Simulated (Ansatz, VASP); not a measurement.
**TiO2 in VASP and in Ansatz**

```
Ti O
1.0
     4.65806    0.00000    0.00000
     0.00000    4.65806    0.00000
     0.00000    0.00000    2.99301
Ti O
2 4
Cartesian
  0.0000 0.0000 0.0000
  2.3290 2.3290 1.4965
  1.4263 1.4263 0.0000
  0.9027 3.7554 1.4965
  3.2317 3.2317 0.0000
  3.7554 0.9027 1.4965
```

Alike in both runs: functional r2SCAN; k mesh 6 × 6 × 10; occupations fermi-dirac, width 0.02 eV; no spin polarisation.

Ansatz relaxed the structure, and its values are those at the end. VASP's run is a single point on that final structure, the one shown.

```csv
,VASP,Ansatz
version,VASP 6.6.1,Ansatz 0.2.0
potentials or method,"VASP PAW PBE potentials, release 64 (Ti_sv, O), cutoff 520 eV",PAW plane waves
valence electrons in the cell,48,48
```

Ansatz gave:

- gap on the k mesh at the Fermi level (eV): 2.18
- pressure (GPa): -8.6
- rms of the force components (eV/Å): 0.001

Task: Estimate VASP's values.

Result: gap on the k mesh at the Fermi level (eV): 2.18; pressure (GPa): -7.6; rms of the force components (eV/Å): 0.017.

VASP's potentials were made for PBE, not for r2SCAN. Ansatz's warnings: stress scf threshold loose.
